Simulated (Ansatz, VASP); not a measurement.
Se in VASP and in Ansatz

File INCAR:

```
SYSTEM = Se
  PREC = Accurate
  ENCUT = 520
  EDIFF = 1E-6
  ISMEAR = -1
  SIGMA = 0.05
  LREAL = .FALSE.
  LASPH = .TRUE.
  NELM = 60
  ALGO = Normal
  ISIF = 2
  LWAVE = .FALSE.
  LCHARG = .FALSE.
  GGA = PE
  NBANDS = 9
```

KPOINTS

```
Automatic mesh
0
G
  15 15 15
  0 0 0
```

The input POSCAR:

```
Se
1.0
    0.0000000000      1.8282640298      1.8282640298
    1.8282640298      0.0000000000      1.8282640298
    1.8282640298      1.8282640298      0.0000000000
Se
1
Direct
    0.0000000000      0.0000000000      0.0000000000
```

Input for Ansatz:

```yaml
crystal:
  lattice:
    - [0.0, 1.8282640298, 1.8282640298]
    - [1.8282640298, 0.0, 1.8282640298]
    - [1.8282640298, 1.8282640298, 0.0]
  atoms:
    - { symbol: Se, position: [0.0, 0.0, 0.0] }
kpoints:
  mp_grid: { grid: [15, 15, 15] }
scf:
  occupations: { method: fermi_dirac, width: 0.05 }
hamiltonian:
  xc: pbe
  pseudopotentials: { kind: all_electron, lapw: { basis_error: 0.001 } }
output:
  forces: true
  stress: true
  eigenvalues: true
  populations: true
```

Change from the starting cell: volume scaled by 0.6, LAPW.

Alike in both runs: task single point; functional PBE; k mesh 15 × 15 × 15; occupations fermi-dirac, width 0.05 eV; no spin polarisation.

|  | VASP | Ansatz |
| --- | --- | --- |
| version | VASP 6.6.1 | Ansatz 0.2.0 |
| potentials or method | VASP PAW PBE potentials, release 64 (Se), cutoff 520 eV | all-electron LAPW, scalar-relativistic |

Ansatz gave:

| Item | Value |
| --- | --- |
| pressure (GPa) | 111.7 |

Question: Estimate VASP's values.

Answer: Pressure (GPa): 112.7.

Both programs put the cell under a high pressure, so it lies far from rest at this level. Ansatz ran all-electron here, and VASP with PAW potentials.

Noted on VASP's run: the cell as given lies far from equilibrium.
